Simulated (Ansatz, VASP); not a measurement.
# Two plane-wave programs on HfN

```
Hf N
1.0
     0.11743    2.31921    2.31921
     2.31921    0.11743    2.31921
     2.31921    2.31921    0.11743
Hf N
1 1
Cartesian
  0.0000 0.0000 0.0000
  2.3779 2.3779 2.3779
```

Alike in both runs: task single point; functional PBE; k mesh 20 × 20 × 20; occupations gaussian, width 0.15 eV; no spin polarisation.

|  | VASP | Ansatz |
| --- | --- | --- |
| version | VASP 6.6.1 | Ansatz 0.2.0 |
| potentials or method | VASP PAW PBE potentials, release 64 (Hf_pv, N), cutoff 520 eV | scalar-relativistic, plane waves, PAW |
| valence electrons in the cell | 15 | 31 |

Ansatz gave:

| Property | Result |
| --- | --- |
| gap on the k mesh at the Fermi level (eV) | none |
| pressure (GPa) | 5.7 |
| traceless stress, the component that is largest in VASP (GPa) | -6.39 |

Problem. Estimate VASP's values.

Solution. gap on the k mesh at the Fermi level (eV): none; pressure (GPa): 3.3; traceless stress, the component that is largest in VASP (GPa): -6.48.

A gap of «none» marks a metal or a gap that the smearing closes. With one functional, cell and mesh, what is left measures potentials, basis and numerics. VASP's potentials hold 15 valence electrons a cell and Ansatz's 31, so a difference there can come from the potentials and not from the codes.

Neither program's run includes spin-orbit coupling.
